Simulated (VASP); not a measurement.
# Na3H2 (P-4m2) in VASP: a series of runs, part 2 of 2

VASP 6.6.1. Earlier steps stand in the parts before.

**3. Single point, PBE (atoms taken out)**

The input, INCAR:

```
PREC     = Accurate       # precision mode
ENCUT    = 520            # plane-wave cutoff, eV
EDIFF    = 1E-6           # SCF threshold, eV
ISMEAR   = 0              # smearing method
SIGMA    = 0.1            # smearing width, eV
LREAL    = False          # projectors in reciprocal space
LASPH    = True           # aspherical terms in the spheres
NELM     = 100            # most SCF steps
ALGO     = Normal         # electronic algorithm
ISIF     = 2              # what is computed and relaxed
LWAVE    = False          # write WAVECAR
LCHARG   = True           # write CHGCAR
GGA      = PE             # functional
LELF     = True           # ELF
LVHAR    = True         
NBANDS   = 20             # bands
```

The input, KPOINTS:

```
Automatic mesh
0
Gamma
  8 8 6
```

The input, POSCAR:

```
Na3H2
1.0
    4.3911846439      0.0000000000      0.0000000000
    0.0000000000      4.3911846439      0.0000000000
    0.0000000000      0.0000000000      7.6206876352
Na H
3 2
Direct
    0.0000000000      0.0000000000      0.0000000000
    0.5000000000      0.5000000000      0.5000000000
    0.0000000000      0.0000000000      0.5000000000
    0.5000000000      0.0000000000      0.5509523231
    0.0000000000      0.5000000000      0.4490476769
```

Potentials or basis: VASP PAW PBE potentials, release 64 (Na_pv, H).

Command:

```sh
> cat potpaw_PBE.64/Na_pv/POTCAR potpaw_PBE.64/H/POTCAR > POTCAR
> mpirun -np 1 vasp_std > vasp.out
```

OUTCAR:

```text
PREC = Accurate
   ENCUT = 520
   EDIFF = 1E-6
   ISMEAR = 0
   LREAL = False
   LASPH = True
   NELM = 100
   ISIF = 2
   GGA = PE

 ion  position               nearest neighbor table
   1  0.000  0.000  0.000-
   2  0.500  0.500  0.500-
   3  0.000  0.000  0.500-
   4  0.500  0.000  0.551-
   5  0.000  0.500  0.449-

  LATTYP: Found a simple tetragonal cell.
 ALAT       =     4.3911846439
 C/A-ratio  =     1.7354514222

  Lattice vectors:

 A1 = (   4.3911846439,   0.0000000000,   0.0000000000)
 A2 = (   0.0000000000,   4.3911846439,   0.0000000000)
 A3 = (   0.0000000000,   0.0000000000,   7.6206876352)

Analysis of symmetry for initial positions (statically):
=====================================================================
 Subroutine PRICEL returns:
 Original cell was already a primitive cell.

 Routine SETGRP: Setting up the symmetry group for a
 simple tetragonal supercell.

 Subroutine GETGRP returns: Found  8 space group operations
 (whereof  8 operations were pure point group operations)
 out of a pool of 16 trial point group operations.

The static configuration has the point symmetry D_2d.

Analysis of symmetry for dynamics (positions and initial velocities):
=====================================================================
 Subroutine PRICEL returns:
 Original cell was already a primitive cell.

 Routine SETGRP: Setting up the symmetry group for a
 simple tetragonal supercell.

 Subroutine GETGRP returns: Found  8 space group operations
 (whereof  8 operations were pure point group operations)
 out of a pool of 16 trial point group operations.

The dynamic configuration has the point symmetry D_2d.

 Subroutine INISYM returns: Found  8 space group operations
 (whereof  8 operations are pure point group operations),
 and found     1 'primitive' translations

----------------------------------------------------------------------------------------

                                     Primitive cell

  volume of cell :     146.9459

  direct lattice vectors                    reciprocal lattice vectors
     4.391184644  0.000000000  0.000000000     0.227728980  0.000000000  0.000000000
     0.000000000  4.391184644  0.000000000     0.000000000  0.227728980  0.000000000
     0.000000000  0.000000000  7.620687635     0.000000000  0.000000000  0.131221754

  length of vectors
     4.391184644  4.391184644  7.620687635     0.227728980  0.227728980  0.131221754

  position of ions in fractional coordinates (direct lattice)
     0.000000000  0.000000000  0.000000000
     0.500000000  0.500000000  0.500000000
     0.000000000  0.000000000  0.500000000
     0.500000000  0.000000000  0.550952323
     0.000000000  0.500000000  0.449047677

  ion indices of the primitive-cell ions
   primitive index   ion index
                 1           1
                 2           2
                 3           3
                 4           4
                 5           5

----------------------------------------------------------------------------------------

 KPOINTS: Automatic mesh

Automatic generation of k-mesh.
 Grid dimensions read from file:
 generate k-points for:    8    8    6

 Generating k-lattice:

  Cartesian coordinates                     Fractional coordinates (reciprocal lattice)
     0.028466123  0.000000000  0.000000000     0.125000000  0.000000000  0.000000000
     0.000000000  0.028466123  0.000000000     0.000000000  0.125000000  0.000000000
     0.000000000  0.000000000  0.021870292     0.000000000  0.000000000  0.166666667

  Length of vectors
     0.028466123  0.028466123  0.021870292

  Shift w.r.t. Gamma in fractional coordinates (k-lattice)
     0.000000000  0.000000000  0.000000000

 Subroutine IBZKPT returns following result:
 ===========================================

 Found     60 irreducible k-points:

 Following reciprocal coordinates:
            Coordinates               Weight
  0.000000  0.000000  0.000000      1.000000
  0.125000  0.000000  0.000000      4.000000
  0.250000  0.000000  0.000000      4.000000
  0.375000  0.000000  0.000000      4.000000
  0.500000  0.000000  0.000000      2.000000
  0.125000  0.125000  0.000000      4.000000
[... 16 lines left out ...]
  0.375000  0.125000  0.166667     16.000000
  0.500000  0.125000  0.166667      8.000000
 [... further k-points ...]
   k-points           NKPTS =     60   k-points in BZ     NKDIM =     60   number of bands    NBANDS=     20
   number of dos      NEDOS =    301   number of ions     NIONS =      5
   total plane-waves  NPLWV =  77760
   dimension x,y,z NGX =    36 NGY =   36 NGZ =   60
   dimension x,y,z NGXF=    72 NGYF=   72 NGZF=  120
   ions per type =               3   2
   NGX,Y,Z   is equivalent  to a cutoff of  13.63, 13.63, 13.09 a.u.
   NGXF,Y,Z  is equivalent  to a cutoff of  27.26, 27.26, 26.18 a.u.
 SYSTEM =  unknown system
   PREC   = accura    normal or accurate (medium, high low for compatibility)
   ISTART =      0    job   : 0-new  1-cont  2-samecut
   ICHARG =      2    charge: 1-file 2-atom 10-const
   ISPIN  =      1    spin polarized calculation?
   LNONCOLLINEAR =      F non collinear calculations
   LSORBIT =      F    spin-orbit coupling
   LASPH  =      T    aspherical Exc in radial PAW
   ENCUT  =  520.0 eV  38.22 Ry    6.18 a.u.   8.16  8.16 14.17*2*pi/ulx,y,z
   NELM   =    100;   NELMIN=  2; NELMDL= -5     # of ELM steps
   EDIFF  = 0.1E-05   stopping-criterion for ELM
   LREAL  =      F    real-space projection
   EDIFFG = 0.1E-04   stopping-criterion for IOM
   NSW    =      0    number of steps for IOM
   IBRION =     -1    ionic relax: 0-MD 1-quasi-New 2-CG
   NFREE  =      0    steps in history (QN), initial steepest desc. (CG)
   ISIF   =      2    stress and relaxation
   ISYM   =      2    0-nonsym 1-usesym 2-fastsym
   POTIM  = 0.5000    time-step for ionic-motion
   TEBEG  =    0.0;   TEEND  =   0.0 temperature during run
   PSTRESS=    0.0 pullay stress
   NELECT =      23.0000    total number of electrons
   NUPDOWN=      -1.0000    fix difference up-down
   EMIN   =  10.00;   EMAX   =-10.00  energy-range for DOS
   EFERMI =   0.00;   METHOD = LEGACY
   ISMEAR =     0;   SIGMA  =   0.10  broadening in eV -4-tet -1-fermi 0-gaus
   EFERMI_NEDOS =   21; number of points for ismear=-14 and -15
   IALGO  =     38    algorithm
   IMIX   =      4    mixing-type and parameters
     AMIX     =   0.40;   BMIX     =  1.00
     AMIX_MAG =   1.60;   BMIX_MAG =  1.00
  volume/ion in A,a.u.               =      29.39       198.33
  Fermi-wavevector in a.u.,A,eV,Ry     =   0.882263  1.667236 10.590621  0.778389
  Thomas-Fermi vector in A             =   2.002871
   LORBIT       =      0    0 simple, 1 ext, 2 COOP (PROOUT), +10 PAW based schemes
   GGA     = PE    functional components
   LHFCALC =     F    Hartree Fock is set to
   AEXX    =    0.0000 exact exchange contribution
   IVDW    =     0    specifies the selected vdW correction
   LEPSILON=     F    determine dielectric tensor
   LRPA    =     F    only Hartree local field effects (RPA)
 non-spin polarized calculation
 Gauss-broadening in eV      SIGMA  =   0.10
  energy-cutoff  :      520.00
  volume of cell :      146.95
 maximum number of plane-waves:      4008
 NGX is ok and might be reduce to    36
   NGX = 17   NGY = 17   NGZ = 29

 number of electron      23.0000019 magnetization

 Free energy of the ion-electron system (eV)
  ---------------------------------------------------
  ext. energy  EPLUGINS =         0.00000000
  ---------------------------------------------------
  free energy    TOTEN  =       -10.47553539 eV

  energy without entropy =      -10.47157061  energy(sigma->0) =      -10.47355300

 E-fermi :  -0.5156     XC(G=0):  -5.7971

 val. band max:       -0.5540299757   @ k =   0.3750   0.0000   0.1667
 cond. band min:      -0.4951197174   @ k =   0.2500   0.2500   0.0000
 fundamental gap:      0.0589102583
 Fermi energy:        -0.5155732552

 k-point     1 :       0.0000    0.0000    0.0000
  band No.  band energies     occupation
      1     -26.2463      2.00000
      2     -26.2196      2.00000
      3     -26.2196      2.00000
      4     -24.6880      2.00000
      5     -24.6041      2.00000
      6     -24.6041      2.00000
[... 541 lines left out ...]
     19       6.2672      0.00000
     20       6.7651      0.00000

 [... further k-points ...]

------------------------ aborting loop because EDIFF is reached ----------------------------------------

  FORCE on cell =-STRESS in cart. coord.  units (eV):
  Direction    XX          YY          ZZ          XY          YZ          ZX
  --------------------------------------------------------------------------------------
  -------------------------------------------------------------------------------------
  Total        0.0041414      0.0041414     -0.0164293      0.0000000      0.0000000      0.0000000
  in kB        0.0451540      0.0451540     -0.1791317      0.0000000      0.0000000      0.0000000
  external PRESSURE =      -0.0296079 kB  Pullay stress =       0.0000000 kB

 VOLUME and BASIS-vectors are now :
 -----------------------------------------------------------------------------
  energy-cutoff  :      520.00
  volume of cell :      146.95
      direct lattice vectors                 reciprocal lattice vectors
     4.391184644  0.000000000  0.000000000     0.227728980  0.000000000  0.000000000
     0.000000000  4.391184644  0.000000000     0.000000000  0.227728980  0.000000000
     0.000000000  0.000000000  7.620687635     0.000000000  0.000000000  0.131221754

 POSITION                                       TOTAL-FORCE (eV/Angst)
 -----------------------------------------------------------------------------------
      0.00000      0.00000      0.00000         0.000000      0.000000     -0.000000
      2.19559      2.19559      3.81034        -0.000000      0.000000     -0.000000
      0.00000      0.00000      3.81034         0.000000      0.000000     -0.000000
      2.19559      0.00000      4.19864         0.000000      0.000000      0.004306
      0.00000      2.19559      3.42205         0.000000      0.000000     -0.004306
 -----------------------------------------------------------------------------------
    total drift:                                0.000000      0.000000      0.000000

  FREE ENERGIE OF THE ION-ELECTRON SYSTEM (eV)
  ---------------------------------------------------
  free  energy   TOTEN  =       -10.4755353881 eV

  energy  without entropy=      -10.4715706060  energy(sigma->0) =      -10.47355300
```

Wall time 94 s (1 thread of Intel Xeon Platinum 8488C (Sapphire Rapids), shared host); peak memory 0.33 GiB.

What came out:

| Quantity | Value |
| --- | --- |
| Free energy | -10.4755 eV |
| Pressure | 0.0 GPa |
| Largest force | 0.004 eV/Å |
| Band gap on the k mesh | zero (an odd number of electrons rules out a gap without spin polarisation) |

Forces on the atoms (eV/Å):
```
Na   0.000  0.000  0.000
Na   0.000  0.000  0.000
Na   0.000  0.000  0.000
H    0.000  0.000  0.004
H    0.000  0.000 -0.004
```

Caveat: the cell differs from its parent crystal (atoms taken out).

**4. Single point, PBE**

This run uses another cell than the first one, of 29.39 Å³/atom.

The input, INCAR:

```
SYSTEM = Na3H2
PREC = Accurate
ENCUT = 520
EDIFF = 1E-7
ISMEAR = 0
SIGMA = 0.1
LREAL = .FALSE.
LASPH = .TRUE.
NELM = 80
ALGO = Normal
ISIF = 2
LWAVE = .FALSE.
LCHARG = .FALSE.
GGA = PE
NBANDS = 20
```

The input, KPOINTS:

```
Automatic mesh
0
G
  8 8 6
  0 0 0
```

POSCAR is that of step 3.

Command:

```sh
> cat potpaw_PBE.64/Na_pv/POTCAR potpaw_PBE.64/H/POTCAR > POTCAR
> mpirun -np 1 vasp_std > vasp.out
```

It took 92 s on 1 thread of Intel Xeon Platinum 8488C (Sapphire Rapids), shared host; peak memory 0.33 GiB.

Results (log left out):

```yaml
Free_energy: -10.4755 eV
Pressure: 0.0 GPa
Largest_force: 0.004 eV/Å
Band_gap_on_the_k_mesh: zero (an odd number of electrons rules out a gap without spin polarisation)
```

Forces on the atoms (eV/Å):
```
Na   0.000  0.000  0.000
Na   0.000  0.000  0.000
Na   0.000  0.000  0.000
H    0.000  0.000  0.004
H    0.000  0.000 -0.004
```

Levels at points of the mesh, in eV from the Fermi level:
```csv
k point,band 7,band 8,band 9,band 10,band 11,band 12,band 13,band 14,band 15,band 16
"(0.00, 0.00, 0.00)",-24.07,-23.96,-23.96,-4.36,-1.62,-0.88,0.80,4.97,4.97,5.61
"(0.50, 0.00, 0.00)",-24.07,-23.99,-23.99,-2.96,-2.91,0.71,1.06,2.10,2.52,5.30
"(0.50, 0.50, 0.00)",-24.07,-23.95,-23.95,-2.42,-2.42,1.48,2.06,2.64,2.64,3.80
"(0.00, 0.00, 0.50)",-24.07,-23.96,-23.96,-4.30,-1.93,-0.98,2.23,3.50,5.29,5.29
"(0.50, 0.00, 0.50)",-24.07,-23.99,-23.99,-2.92,-2.89,0.25,0.63,3.09,3.64,5.06
"(0.50, 0.50, 0.50)",-24.07,-23.95,-23.95,-2.41,-2.41,2.10,2.19,2.19,2.20,2.57
```

The gap in the log of VASP goes by the Fermi energy; the results here count the filled bands.